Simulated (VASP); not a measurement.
# ScTaO2 (P-3m1) in VASP: single point with PBE

Aim: the single point of ScTaO2 with PBE.

Everything below comes from runs of VASP 6.6.1. Logs are shortened: lines on timing, memory, paths and dates and some standing lists are left out, and cuts for length are marked.

### Step 1. The cell of the first run

It takes space group P-3m1 (No. 164, trigonal). Conventional cell: a = 3.705 Å, b = 3.705 Å, c = 5.174 Å, α = 90.00°, β = 90.00°, γ = 120.00°. Within 3.4 Å of Sc (site symmetry -3m) lie 2 Ta at 2.59 Å and 6 O at 3.24 Å. Within 2.8 Å of Ta (site symmetry -3m) lie 6 O at 2.14 Å and 2 Sc at 2.59 Å. O (site symmetry 3m) has 3 Ta at 2.14 Å and 3 O at 2.16 Å within 2.8 Å.

### Step 2. Single point, PBE

File INCAR:

```
SYSTEM = ScTaO2
PREC     = Accurate       ! precision mode
ENCUT    = 520            ! plane-wave cutoff, eV
EDIFF    = 1E-6           ! SCF threshold, eV
ISMEAR   = 0              ! smearing method
SIGMA    = 0.1            ! smearing width, eV
LREAL    = .FALSE.        ! projectors in reciprocal space
LASPH    = .TRUE.         ! aspherical terms in the spheres
NELM     = 60             ! most SCF steps
ALGO     = Normal         ! electronic algorithm
ISIF     = 2              ! what is computed and relaxed
LWAVE    = .FALSE.        ! write WAVECAR
LCHARG   = .TRUE.         ! write CHGCAR
GGA      = PE             ! functional
LELF     = .TRUE.         ! ELF
LVHAR    = .TRUE.       
NBANDS   = 25             ! bands
```

File KPOINTS:

```
Automatic mesh
0
G
  6 6 4
  0 0 0
```

File POSCAR:

```
ScTaO2
1.0
    3.7050094100      0.0000000000      0.0000000000
   -1.8525047000      3.2086322700      0.0000000000
    0.0000000000      0.0000000000      5.1738648000
Sc Ta O
1 1 2
Direct
    0.0000000000      0.0000000000      0.0000000000
    0.0000000000      0.0000000000      0.5000000000
    0.3333333300      0.6666666700      0.5306615500
    0.6666666700      0.3333333300      0.4693384500
```

Potentials or basis: VASP PAW PBE potentials, release 64 (Sc_sv, Ta_pv, O).

On the command line:

```sh
> cat potpaw_PBE.64/Sc_sv/POTCAR potpaw_PBE.64/Ta_pv/POTCAR potpaw_PBE.64/O/POTCAR > POTCAR
> mpirun -np 1 vasp_std > vasp.out
```

OUTCAR:

```text
SYSTEM = ScTaO2
   PREC = Accurate
   ENCUT = 520
   EDIFF = 1E-6
   ISMEAR = 0
   LREAL = .FALSE.
   LASPH = .TRUE.
   NELM = 60
   ISIF = 2
   GGA = PE

 ion  position               nearest neighbor table
   1  0.000  0.000  0.000-   2 2.59   2 2.59
   2  0.000  0.000  0.500-   3 2.14   4 2.14   3 2.14   4 2.14   4 2.14   3 2.14   1 2.59   1 2.59

   3  0.333  0.667  0.531-   2 2.14   2 2.14   2 2.14
   4  0.667  0.333  0.469-   2 2.14   2 2.14   2 2.14

  LATTYP: Found a hexagonal cell.
 ALAT       =     3.7050094100
 C/A-ratio  =     1.3964511901

  Lattice vectors:

 A1 = (   3.7050094100,   0.0000000000,   0.0000000000)
 A2 = (  -1.8525047000,   3.2086322700,   0.0000000000)
 A3 = (   0.0000000000,   0.0000000000,   5.1738648000)

Analysis of symmetry for initial positions (statically):
=====================================================================
 Subroutine PRICEL returns:
 Original cell was already a primitive cell.

 Routine SETGRP: Setting up the symmetry group for a
 hexagonal supercell.

 Subroutine GETGRP returns: Found 12 space group operations
 (whereof 12 operations were pure point group operations)
 out of a pool of 24 trial point group operations.

The static configuration has the point symmetry D_3d.

Analysis of symmetry for dynamics (positions and initial velocities):
=====================================================================
 Subroutine PRICEL returns:
 Original cell was already a primitive cell.

 Routine SETGRP: Setting up the symmetry group for a
 hexagonal supercell.

 Subroutine GETGRP returns: Found 12 space group operations
 (whereof 12 operations were pure point group operations)
 out of a pool of 24 trial point group operations.

The dynamic configuration has the point symmetry D_3d.

 Subroutine INISYM returns: Found 12 space group operations
 (whereof 12 operations are pure point group operations),
 and found     1 'primitive' translations

----------------------------------------------------------------------------------------

                                     Primitive cell

  volume of cell :      61.5070

  direct lattice vectors                    reciprocal lattice vectors
     3.705009410  0.000000000  0.000000000     0.269904848  0.155829636  0.000000000
    -1.852504700  3.208632270  0.000000000     0.000000000  0.311659273  0.000000000
     0.000000000  0.000000000  5.173864800     0.000000000  0.000000000  0.193279113

  length of vectors
     3.705009410  3.705009407  5.173864800     0.311659273  0.311659273  0.193279113

  position of ions in fractional coordinates (direct lattice)
     0.000000000  0.000000000  0.000000000
     0.000000000  0.000000000  0.500000000
     0.333333330  0.666666670  0.530661550
     0.666666670  0.333333330  0.469338450

  ion indices of the primitive-cell ions
   primitive index   ion index
                 1           1
                 2           2
                 3           3
                 4           4

----------------------------------------------------------------------------------------

 KPOINTS: Automatic mesh

Automatic generation of k-mesh.
 Grid dimensions read from file:
 generate k-points for:    6    6    4

 Generating k-lattice:

  Cartesian coordinates                     Fractional coordinates (reciprocal lattice)
     0.044984141  0.025971606  0.000000000     0.166666667  0.000000000  0.000000000
     0.000000000  0.051943212  0.000000000     0.000000000  0.166666667  0.000000000
     0.000000000  0.000000000  0.048319778     0.000000000  0.000000000  0.250000000

  Length of vectors
     0.051943212  0.051943212  0.048319778

  Shift w.r.t. Gamma in fractional coordinates (k-lattice)
     0.000000000  0.000000000  0.000000000

 Subroutine IBZKPT returns following result:
 ===========================================

 Found     24 irreducible k-points:

 Following reciprocal coordinates:
            Coordinates               Weight
  0.000000  0.000000  0.000000      1.000000
  0.166667  0.000000  0.000000      6.000000
  0.333333  0.000000  0.000000      6.000000
  0.500000 -0.000000  0.000000      3.000000
  0.166667  0.166667  0.000000      6.000000
  0.333333  0.166667  0.000000     12.000000
[... 16 lines left out ...]
  0.333333  0.166667  0.500000     12.000000
  0.333333  0.333333  0.500000      2.000000
   k-points           NKPTS =     24   k-points in BZ     NKDIM =     24   number of bands    NBANDS=     25
   number of dos      NEDOS =    301   number of ions     NIONS =      4
   total plane-waves  NPLWV =  31360
   dimension x,y,z NGX =    28 NGY =   28 NGZ =   40
   dimension x,y,z NGXF=    56 NGYF=   56 NGZF=   80
   ions per type =               1   1   2
   NGX,Y,Z   is equivalent  to a cutoff of  12.56, 12.56, 12.85 a.u.
   NGXF,Y,Z  is equivalent  to a cutoff of  25.13, 25.13, 25.71 a.u.
 SYSTEM =  ScTaO2
   PREC   = accura    normal or accurate (medium, high low for compatibility)
   ISTART =      0    job   : 0-new  1-cont  2-samecut
   ICHARG =      2    charge: 1-file 2-atom 10-const
   ISPIN  =      1    spin polarized calculation?
   LNONCOLLINEAR =      F non collinear calculations
   LSORBIT =      F    spin-orbit coupling
   LASPH  =      T    aspherical Exc in radial PAW
   ENCUT  =  520.0 eV  38.22 Ry    6.18 a.u.   6.89  6.89  9.62*2*pi/ulx,y,z
   NELM   =     60;   NELMIN=  2; NELMDL= -5     # of ELM steps
   EDIFF  = 0.1E-05   stopping-criterion for ELM
   LREAL  =      F    real-space projection
   EDIFFG = 0.1E-04   stopping-criterion for IOM
   NSW    =      0    number of steps for IOM
   IBRION =     -1    ionic relax: 0-MD 1-quasi-New 2-CG
   NFREE  =      0    steps in history (QN), initial steepest desc. (CG)
   ISIF   =      2    stress and relaxation
   ISYM   =      2    0-nonsym 1-usesym 2-fastsym
   POTIM  = 0.5000    time-step for ionic-motion
   TEBEG  =    0.0;   TEEND  =   0.0 temperature during run
   PSTRESS=    0.0 pullay stress
   NELECT =      34.0000    total number of electrons
   NUPDOWN=      -1.0000    fix difference up-down
   EMIN   =  10.00;   EMAX   =-10.00  energy-range for DOS
   EFERMI =   0.00;   METHOD = LEGACY
   ISMEAR =     0;   SIGMA  =   0.10  broadening in eV -4-tet -1-fermi 0-gaus
   EFERMI_NEDOS =   21; number of points for ismear=-14 and -15
   IALGO  =     38    algorithm
   IMIX   =      4    mixing-type and parameters
     AMIX     =   0.40;   BMIX     =  1.00
     AMIX_MAG =   1.60;   BMIX_MAG =  1.00
  volume/ion in A,a.u.               =      15.38       103.77
  Fermi-wavevector in a.u.,A,eV,Ry     =   1.343568  2.538976 24.560901  1.805175
  Thomas-Fermi vector in A             =   2.471632
   LORBIT       =      0    0 simple, 1 ext, 2 COOP (PROOUT), +10 PAW based schemes
   GGA     = PE    functional components
   LHFCALC =     F    Hartree Fock is set to
   AEXX    =    0.0000 exact exchange contribution
   IVDW    =     0    specifies the selected vdW correction
   LEPSILON=     F    determine dielectric tensor
   LRPA    =     F    only Hartree local field effects (RPA)
 non-spin polarized calculation
 Gauss-broadening in eV      SIGMA  =   0.10
  energy-cutoff  :      520.00
  volume of cell :       61.51
 maximum number of plane-waves:      1668
   NGX = 13   NGY = 13   NGZ = 19

 number of electron      33.9999995 magnetization

 Free energy of the ion-electron system (eV)
  ---------------------------------------------------
  ext. energy  EPLUGINS =         0.00000000
  ---------------------------------------------------
  free energy    TOTEN  =       -30.80270823 eV

  energy without entropy =      -30.77437613  energy(sigma->0) =      -30.78854218

 E-fermi :   4.4155     XC(G=0): -10.6452

 val. band max:        4.4081478048   @ k =   0.1667   0.0000   0.2500
 cond. band min:       4.4271124225   @ k =  -0.1667   0.5000   0.2500
 fundamental gap:      0.0189646177
 Fermi energy:         4.4154823888

 k-point     1 :       0.0000    0.0000    0.0000
  band No.  band energies     occupation
      1     -45.4541      2.00000
      2     -30.6319      2.00000
      3     -30.3681      2.00000
      4     -30.3681      2.00000
      5     -24.1535      2.00000
      6     -24.1535      2.00000
[... 17 lines left out ...]
     24       9.7183      0.00000
     25      11.3502      0.00000

 k-point     2 :       0.1667    0.0000    0.0000
  band No.  band energies     occupation
      1     -45.4522      2.00000
      2     -30.6284      2.00000
      3     -30.4210      2.00000
      4     -30.3777      2.00000
      5     -24.1740      2.00000
      6     -24.1585      2.00000
[... 17 lines left out ...]
     24      10.1046      0.00000
     25      11.4459      0.00000

 k-point     3 :       0.3333    0.0000    0.0000
  band No.  band energies     occupation
      1     -45.4484      2.00000
      2     -30.6213      2.00000
      3     -30.5241      2.00000
      4     -30.3969      2.00000
      5     -24.2147      2.00000
      6     -24.1685      2.00000
[... 17 lines left out ...]
     24       9.5595      0.00000
     25       9.9602      0.00000

 k-point     4 :       0.5000   -0.0000    0.0000
  band No.  band energies     occupation
      1     -45.4466      2.00000
      2     -30.6178      2.00000
      3     -30.5743      2.00000
      4     -30.4065      2.00000
      5     -24.2349      2.00000
      6     -24.1736      2.00000
[... 17 lines left out ...]
     24       8.4736      0.00000
     25       9.0016      0.00000

 k-point     5 :       0.1667    0.1667    0.0000
  band No.  band energies     occupation
      1     -45.4494      2.00000
      2     -30.6230      2.00000
      3     -30.4883      2.00000
      4     -30.4028      2.00000
      5     -24.2007      2.00000
      6     -24.1699      2.00000
[... 17 lines left out ...]
     24      10.3397      0.00000
     25      10.4530      0.00000

 k-point     6 :       0.3333    0.1667    0.0000
  band No.  band energies     occupation
      1     -45.4466      2.00000
      2     -30.6177      2.00000
      3     -30.5465      2.00000
      4     -30.4354      2.00000
      5     -24.2246      2.00000
      6     -24.1840      2.00000
[... 17 lines left out ...]
     24       8.7067      0.00000
     25       8.9660      0.00000
[... 393 lines left out ...]
 k-point    21 :       0.5000   -0.0000    0.5000
  band No.  band energies     occupation
      1     -45.4503      2.00000
      2     -30.5736      2.00000
      3     -30.5381      2.00000
      4     -30.4057      2.00000
      5     -24.2387      2.00000
      6     -24.1768      2.00000
[... 17 lines left out ...]
     24       8.1919      0.00000
     25       8.4044      0.00000

 k-point    22 :       0.1667    0.1667    0.5000
  band No.  band energies     occupation
      1     -45.4531      2.00000
      2     -30.5433      2.00000
      3     -30.4874      2.00000
      4     -30.4020      2.00000
      5     -24.2042      2.00000
      6     -24.1731      2.00000
[... 17 lines left out ...]
     24       6.7675      0.00000
     25      10.8673      0.00000

 k-point    23 :       0.3333    0.1667    0.5000
  band No.  band energies     occupation
      1     -45.4503      2.00000
      2     -30.5458      2.00000
      3     -30.5380      2.00000
      4     -30.4345      2.00000
      5     -24.2283      2.00000
      6     -24.1873      2.00000
[... 17 lines left out ...]
     24       7.6294      0.00000
     25       8.7754      0.00000

 k-point    24 :       0.3333    0.3333    0.5000
  band No.  band energies     occupation
      1     -45.4494      2.00000
      2     -30.5366      2.00000
      3     -30.5054      2.00000
      4     -30.5054      2.00000
      5     -24.2142      2.00000
      6     -24.2142      2.00000
[... 17 lines left out ...]
     24       7.9901      0.00000
     25       8.7028      0.00000

------------------------ aborting loop because EDIFF is reached ----------------------------------------

  FORCE on cell =-STRESS in cart. coord.  units (eV):
  Direction    XX          YY          ZZ          XY          YZ          ZX
  --------------------------------------------------------------------------------------
  -------------------------------------------------------------------------------------
  Total       -0.4118199     -0.4118199     10.7631919     -0.0000000     -0.0000000      0.0000000
  in kB      -10.7273778    -10.7273778    280.3672792     -0.0000000     -0.0000000      0.0000000
  external PRESSURE =      86.3041745 kB  Pullay stress =       0.0000000 kB

 VOLUME and BASIS-vectors are now :
 -----------------------------------------------------------------------------
  energy-cutoff  :      520.00
  volume of cell :       61.51
      direct lattice vectors                 reciprocal lattice vectors
     3.705009410  0.000000000  0.000000000     0.269904848  0.155829636  0.000000000
    -1.852504700  3.208632270  0.000000000     0.000000000  0.311659273  0.000000000
     0.000000000  0.000000000  5.173864800     0.000000000  0.000000000  0.193279113

 POSITION                                       TOTAL-FORCE (eV/Angst)
 -----------------------------------------------------------------------------------
      0.00000      0.00000      0.00000         0.000000      0.000000      0.000000
      0.00000      0.00000      2.58693         0.000000      0.000000      0.000000
     -0.00000      2.13909      2.74557        -0.000000      0.000000      1.405926
      1.85250      1.06954      2.42829         0.000000     -0.000000     -1.405926
 -----------------------------------------------------------------------------------
    total drift:                                0.000000     -0.000000     -0.000000

  FREE ENERGIE OF THE ION-ELECTRON SYSTEM (eV)
  ---------------------------------------------------
  free  energy   TOTEN  =       -30.8027082331 eV

  energy  without entropy=      -30.7743761288  energy(sigma->0) =      -30.78854218
```

Wall time 66 s (1 thread of AMD EPYC 7R13, shared host); peak memory 0.17 GiB.

Results:

```
Free energy            : -30.8027 eV
Pressure               : 8.6 GPa
Largest force          : 1.406 eV/Å
Band gap on the k mesh : zero (band 17 reaches 5.24 eV, above the bottom of band 18 at 3.89 eV)
```

Forces in eV/Å, atoms in the order of the input:
```
Sc   0.000  0.000  0.000
Ta   0.000  0.000  0.000
O    0.000  0.000  1.406
O    0.000  0.000 -1.406
```

Caveat: spin-orbit coupling is left out, which moves the levels of the heavy elements; forces of over 1 eV/Å act on the atoms, so gaps and moduli don't describe the material at rest.
